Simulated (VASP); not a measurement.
# BN (F-43m) in VASP: further runs

The runs below take BN through single point, with PBE.

Program: VASP 6.6.1. These are calculated values, not measurements. Logs are shortened: lines on timing, memory, paths and dates and some standing lists are left out, and cuts for length are marked.

### Step 1. The cell of the first run

Symmetry: F-43m, No. 216, cubic system. The conventional cell has a = 3.551 Å, b = 3.551 Å, c = 3.551 Å, α = 90.00°, β = 90.00°, γ = 90.00°. Within 2.0 Å of B (site symmetry -43m) lie 4 N at 1.54 Å. N (site symmetry -43m) has 4 B at 1.54 Å within 2.0 Å.

### Step 2. Single point, PBE (5.60 Å³/atom)

Contents of INCAR:

```
SYSTEM = BN
PREC = Accurate
ENCUT = 600
EDIFF = 1E-6
ISMEAR = 0
SIGMA = 0.02
LREAL = .False.
LASPH = .True.
NELM = 120
ALGO = Normal
ISIF = 2
LWAVE = .False.
LCHARG = .False.
GGA = PE
NBANDS = 11
GGA_COMPAT = .False.
```

Contents of KPOINTS:

```
Automatic mesh
0
Gamma
  12 12 12
  0 0 0
```

Contents of POSCAR:

```
BN
1.0
    0.0000000000      1.7753520627      1.7753520627
    1.7753520627      0.0000000000      1.7753520627
    1.7753520627      1.7753520627      0.0000000000
B N
1 1
Direct
    0.0000000000      0.0000000000      0.0000000000
    0.2500000000      0.2500000000      0.2500000000
```

Potentials or basis: VASP PAW PBE potentials, release 64 (B, N).

Launch:

```bash
$ cat potpaw_PBE.64/B/POTCAR potpaw_PBE.64/N/POTCAR > POTCAR
$ mpirun -np 1 vasp_std > vasp.out
```

OUTCAR:

```text
SYSTEM = BN
   PREC = Accurate
   ENCUT = 600
   EDIFF = 1E-6
   ISMEAR = 0
   LREAL = .False.
   LASPH = .True.
   NELM = 120
   ISIF = 2
   GGA = PE

 ion  position               nearest neighbor table
   1  0.000  0.000  0.000-   2 1.54   2 1.54   2 1.54   2 1.54
   2  0.250  0.250  0.250-   1 1.54   1 1.54   1 1.54   1 1.54

  LATTYP: Found a face centered cubic cell.
 ALAT       =     3.5507041254

  Lattice vectors:

 A1 = (   0.0000000000,   1.7753520627,   1.7753520627)
 A2 = (   1.7753520627,   0.0000000000,   1.7753520627)
 A3 = (   1.7753520627,   1.7753520627,   0.0000000000)

Analysis of symmetry for initial positions (statically):
=====================================================================
 Subroutine PRICEL returns:
 Original cell was already a primitive cell.

 Routine SETGRP: Setting up the symmetry group for a
 face centered cubic supercell.

 Subroutine GETGRP returns: Found 24 space group operations
 (whereof 24 operations were pure point group operations)
 out of a pool of 48 trial point group operations.

The static configuration has the point symmetry T_d .

Analysis of symmetry for dynamics (positions and initial velocities):
=====================================================================
 Subroutine PRICEL returns:
 Original cell was already a primitive cell.

 Routine SETGRP: Setting up the symmetry group for a
 face centered cubic supercell.

 Subroutine GETGRP returns: Found 24 space group operations
 (whereof 24 operations were pure point group operations)
 out of a pool of 48 trial point group operations.

The dynamic configuration has the point symmetry T_d .

 Subroutine INISYM returns: Found 24 space group operations
 (whereof 24 operations are pure point group operations),
 and found     1 'primitive' translations

----------------------------------------------------------------------------------------

                                     Primitive cell

  volume of cell :      11.1914

  direct lattice vectors                    reciprocal lattice vectors
     0.000000000  1.775352063  1.775352063    -0.281634280  0.281634280  0.281634280
     1.775352063  0.000000000  1.775352063     0.281634280 -0.281634280  0.281634280
     1.775352063  1.775352063  0.000000000     0.281634280  0.281634280 -0.281634280

  length of vectors
     2.510726965  2.510726965  2.510726965     0.487804882  0.487804882  0.487804882

  position of ions in fractional coordinates (direct lattice)
     0.000000000  0.000000000  0.000000000
     0.250000000  0.250000000  0.250000000

  ion indices of the primitive-cell ions
   primitive index   ion index
                 1           1
                 2           2

----------------------------------------------------------------------------------------

 KPOINTS: Automatic mesh

Automatic generation of k-mesh.
 Grid dimensions read from file:
 generate k-points for:   12   12   12

 Generating k-lattice:

  Cartesian coordinates                     Fractional coordinates (reciprocal lattice)
    -0.023469523  0.023469523  0.023469523     0.083333333  0.000000000  0.000000000
     0.023469523 -0.023469523  0.023469523     0.000000000  0.083333333  0.000000000
     0.023469523  0.023469523 -0.023469523     0.000000000  0.000000000  0.083333333

  Length of vectors
     0.040650407  0.040650407  0.040650407

  Shift w.r.t. Gamma in fractional coordinates (k-lattice)
     0.000000000  0.000000000  0.000000000

 Subroutine IBZKPT returns following result:
 ===========================================

 Found     72 irreducible k-points:

 Following reciprocal coordinates:
            Coordinates               Weight
  0.000000  0.000000  0.000000      1.000000
  0.083333  0.000000  0.000000      8.000000
  0.166667  0.000000  0.000000      8.000000
  0.250000  0.000000  0.000000      8.000000
  0.333333  0.000000  0.000000      8.000000
  0.416667  0.000000  0.000000      8.000000
[... 16 lines left out ...]
  0.500000  0.166667  0.000000     24.000000
 -0.416667  0.166667  0.000000     24.000000
 [... further k-points ...]
   k-points           NKPTS =     72   k-points in BZ     NKDIM =     72   number of bands    NBANDS=     11
   number of dos      NEDOS =    301   number of ions     NIONS =      2
   total plane-waves  NPLWV =   8000
   dimension x,y,z NGX =    20 NGY =   20 NGZ =   20
   dimension x,y,z NGXF=    40 NGYF=   40 NGZF=   40
   ions per type =               1   1
   NGX,Y,Z   is equivalent  to a cutoff of  13.24, 13.24, 13.24 a.u.
   NGXF,Y,Z  is equivalent  to a cutoff of  26.49, 26.49, 26.49 a.u.
 SYSTEM =  BN
   PREC   = accura    normal or accurate (medium, high low for compatibility)
   ISTART =      0    job   : 0-new  1-cont  2-samecut
   ICHARG =      2    charge: 1-file 2-atom 10-const
   ISPIN  =      1    spin polarized calculation?
   LNONCOLLINEAR =      F non collinear calculations
   LSORBIT =      F    spin-orbit coupling
   LASPH  =      T    aspherical Exc in radial PAW
   ENCUT  =  600.0 eV  44.10 Ry    6.64 a.u.   5.01  5.01  5.01*2*pi/ulx,y,z
   NELM   =    120;   NELMIN=  2; NELMDL= -5     # of ELM steps
   EDIFF  = 0.1E-05   stopping-criterion for ELM
   LREAL  =      F    real-space projection
[... 7 lines left out ...]
   TEBEG  =    0.0;   TEEND  =   0.0 temperature during run
   PSTRESS=    0.0 pullay stress
   NELECT =       8.0000    total number of electrons
   NUPDOWN=      -1.0000    fix difference up-down
   EMIN   =  10.00;   EMAX   =-10.00  energy-range for DOS
   EFERMI =   0.00;   METHOD = LEGACY
   ISMEAR =     0;   SIGMA  =   0.02  broadening in eV -4-tet -1-fermi 0-gaus
   EFERMI_NEDOS =   21; number of points for ismear=-14 and -15
   IALGO  =     38    algorithm
   IMIX   =      4    mixing-type and parameters
     AMIX     =   0.40;   BMIX     =  1.00
     AMIX_MAG =   1.60;   BMIX_MAG =  1.00
  volume/ion in A,a.u.               =       5.60        37.76
  Fermi-wavevector in a.u.,A,eV,Ry     =   1.463784  2.766151 29.152709  2.142664
  Thomas-Fermi vector in A             =   2.579838
   LORBIT       =      0    0 simple, 1 ext, 2 COOP (PROOUT), +10 PAW based schemes
   GGA     = PE    functional components
   LHFCALC =     F    Hartree Fock is set to
   AEXX    =    0.0000 exact exchange contribution
   IVDW    =     0    specifies the selected vdW correction
   LEPSILON=     F    determine dielectric tensor
   LRPA    =     F    only Hartree local field effects (RPA)
 non-spin polarized calculation
 Gauss-broadening in eV      SIGMA  =   0.02
  energy-cutoff  :      600.00
  volume of cell :       11.19
 maximum number of plane-waves:       388
   NGX =  9   NGY =  9   NGZ =  9

 number of electron       7.9999998 magnetization

 Free energy of the ion-electron system (eV)
  ---------------------------------------------------
  ext. energy  EPLUGINS =         0.00000000
  ---------------------------------------------------
  free energy    TOTEN  =       -17.39738060 eV

  energy without entropy =      -17.39738060  energy(sigma->0) =      -17.39738060

 E-fermi :   8.1783     XC(G=0): -13.0901

 val. band max:        8.0808584137   @ k =   0.0000   0.0000   0.0000
 cond. band min:      12.5947388390   @ k =   0.5000   0.5000   0.0000
 fundamental gap:      4.5138804254
 Fermi energy:         8.1782907285

 k-point     1 :       0.0000    0.0000    0.0000
  band No.  band energies     occupation
      1     -12.7757      2.00000
      2       8.0809      2.00000
      3       8.0809      2.00000
      4       8.0809      2.00000
      5      17.1574      0.00000
      6      17.1574      0.00000
      7      17.1574      0.00000
      8      19.3207      0.00000
      9      33.8601      0.00000
     10      36.5139      0.00000
     11      36.5139      0.00000

 k-point     2 :       0.0833    0.0000    0.0000
  band No.  band energies     occupation
      1     -12.5994      2.00000
      2       7.1345      2.00000
      3       7.8888      2.00000
      4       7.8889      2.00000
      5      17.4403      0.00000
      6      17.4485      0.00000
      7      17.4485      0.00000
      8      19.8442      0.00000
      9      33.5191      0.00000
     10      34.2067      0.00000
     11      34.2067      0.00000

 k-point     3 :       0.1667    0.0000    0.0000
  band No.  band energies     occupation
      1     -12.0762      2.00000
      2       4.9529      2.00000
      3       7.4235      2.00000
      4       7.4235      2.00000
      5      17.8874      0.00000
      6      18.1209      0.00000
      7      18.1209      0.00000
      8      21.1071      0.00000
      9      32.5906      0.00000
     10      32.5906      0.00000
     11      32.7901      0.00000

 k-point     4 :       0.2500    0.0000    0.0000
  band No.  band energies     occupation
      1     -11.2284      2.00000
      2       2.3841      2.00000
      3       6.8886      2.00000
      4       6.8886      2.00000
      5      18.2938      0.00000
      6      18.7512      0.00000
      7      18.7512      0.00000
      8      22.3777      0.00000
      9      32.1938      0.00000
     10      32.1938      0.00000
     11      32.2179      0.00000
[... 239 lines left out ...]
 k-point    22 :       0.4167    0.1667    0.0000
  band No.  band energies     occupation
      1      -9.1683      2.00000
      2      -0.4363      2.00000
      3       4.8147      2.00000
      4       4.9569      2.00000
      5      16.8511      0.00000
      6      21.1257      0.00000
      7      21.4260      0.00000
      8      22.4293      0.00000
      9      29.1459      0.00000
     10      35.3611      0.00000
     11      37.3178      0.00000

 k-point    23 :       0.5000    0.1667    0.0000
  band No.  band energies     occupation
      1      -8.1221      2.00000
      2      -2.0972      2.00000
      3       4.1985      2.00000
      4       5.0361      2.00000
      5      17.1977      0.00000
      6      21.1068      0.00000
      7      21.1511      0.00000
      8      23.8073      0.00000
      9      29.5234      0.00000
     10      35.5785      0.00000
     11      36.5213      0.00000

 k-point    24 :      -0.4167    0.1667    0.0000
  band No.  band energies     occupation
      1      -7.9171      2.00000
      2      -2.3903      2.00000
      3       3.7733      2.00000
      4       5.3704      2.00000
      5      17.6605      0.00000
      6      20.7310      0.00000
      7      20.9742      0.00000
      8      24.4830      0.00000
      9      29.8177      0.00000
     10      34.1089      0.00000
     11      35.8671      0.00000

 [... further k-points ...]

------------------------ aborting loop because EDIFF is reached ----------------------------------------

  FORCE on cell =-STRESS in cart. coord.  units (eV):
  Direction    XX          YY          ZZ          XY          YZ          ZX
  --------------------------------------------------------------------------------------
  -------------------------------------------------------------------------------------
  Total        1.8089964      1.8089964      1.8089964      0.0000000      0.0000000     -0.0000000
  in kB      258.9791668    258.9791668    258.9791668      0.0000000      0.0000000     -0.0000000
  external PRESSURE =     258.9791668 kB  Pullay stress =       0.0000000 kB

 VOLUME and BASIS-vectors are now :
 -----------------------------------------------------------------------------
  energy-cutoff  :      600.00
  volume of cell :       11.19
      direct lattice vectors                 reciprocal lattice vectors
     0.000000000  1.775352063  1.775352063    -0.281634280  0.281634280  0.281634280
     1.775352063  0.000000000  1.775352063     0.281634280 -0.281634280  0.281634280
     1.775352063  1.775352063  0.000000000     0.281634280  0.281634280 -0.281634280

 POSITION                                       TOTAL-FORCE (eV/Angst)
 -----------------------------------------------------------------------------------
      0.00000      0.00000      0.00000        -0.000000      0.000000     -0.000000
      0.88768      0.88768      0.88768         0.000000     -0.000000      0.000000
 -----------------------------------------------------------------------------------
    total drift:                                0.000000      0.000000      0.000000

  FREE ENERGIE OF THE ION-ELECTRON SYSTEM (eV)
  ---------------------------------------------------
  free  energy   TOTEN  =       -17.3973805993 eV

  energy  without entropy=      -17.3973805993  energy(sigma->0) =      -17.39738060
```

Run time: 12 s. Hardware: 1 thread of Intel Xeon 8259CL, shared host; peak memory 0.12 GiB.

What came out:

```yaml
Free_energy: -17.3974 eV
Pressure: 25.9 GPa
Band_gap_on_the_k_mesh: 4.51 eV (least direct gap 9.08 eV)
```

Caveat: the cell stands under pressure.

### Step 3. Single point, PBE (5.83 Å³/atom)

This run uses another cell than the first one, of 5.83 Å³/atom.

Contents of INCAR:

```
ALGO = Normal ; EDIFF = 1E-6
ENCUT = 600 ; GGA = PE
GGA_COMPAT = False ; ISIF = 2
ISMEAR = 0 ; LASPH = True
LCHARG = True ; LELF = True
LREAL = False ; LVHAR = True
LWAVE = False ; NBANDS = 11
NELM = 120 ; PREC = Accurate
SIGMA = 0.01
```

Contents of KPOINTS:

```
k-points
0
Gamma
  12 12 12
```

Contents of POSCAR:

```
BN
1.0
    0.0000000000      1.8001853777      1.8001853777
    1.8001853777      0.0000000000      1.8001853777
    1.8001853777      1.8001853777      0.0000000000
B N
1 1
Direct
    0.0000000000      0.0000000000      0.0000000000
    0.2500000000      0.2500000000      0.2500000000
```

Potentials or basis: VASP PAW PBE potentials, release 64 (B, N).

Launch:

```bash
$ cat potpaw_PBE.64/B/POTCAR potpaw_PBE.64/N/POTCAR > POTCAR
$ mpirun -np 1 vasp_std > vasp.out
```

Wall time 16 s (1 thread of Intel Xeon 8259CL, shared host); peak memory 0.12 GiB.

Results (log left out):

| Property | Result |
| --- | --- |
| Free energy | -17.4482 eV |
| Pressure | 7.8 GPa |
| Band gap on the k mesh | 4.47 eV (least direct gap 8.88 eV) |

Levels at points of the mesh, in eV from the valence-band top:
```tsv
k point	band 2	band 3	band 4	band 5	band 6	band 7
(0.00, 0.00, 0.00)	0.00	0.00	0.00	8.88	8.88	8.88
(0.50, 0.00, 0.00)	-10.80	-1.96	-1.96	10.30	10.77	10.77
(0.50, 0.50, 0.00)	-9.00	-4.96	-4.96	4.47	9.30	18.11
```

Caveat: the cell stands under pressure.
